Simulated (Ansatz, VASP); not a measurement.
## Be2WN3: VASP beside Ansatz

```
Be W N
1.0
     4.70996    0.00000    0.00000
    -2.35498    4.07895    0.00000
     0.00000    0.00000    3.62462
Be W N
2 1 3
Direct
  0.33333 0.66667 0.50000
  0.66667 0.33333 0.50000
  0.00000 0.00000 0.50000
  0.33333 0.66667 0.00000
  0.66667 0.33333 0.00000
  0.00000 0.00000 0.00000
```

Alike in both runs: functional PBE; k mesh 3 × 3 × 3; occupations gaussian, width 0.15 eV; no spin polarisation.

Ansatz relaxed the structure, and its values are those at the end. VASP's run is a single point on that final structure, the one shown.

|  | VASP | Ansatz |
| --- | --- | --- |
| version | VASP 6.6.1 | Ansatz 0.2.0 |
| potentials or method | VASP PAW PBE potentials, release 64 (Be, W_sv, N), cutoff 600 eV | scalar-relativistic, plane waves, PAW |
| valence electrons in the cell | 33 | 33 |

```csv
,VASP,Ansatz,Ansatz less VASP
gap on the k mesh at the Fermi level (eV),none,none,-
pressure (GPa),0.5,0.4,-0.13
```

A gap of «none» marks a metal or a gap that the smearing closes.

The k mesh is coarse, so the values compare programs but aren't converged. Spin-orbit coupling is off throughout.
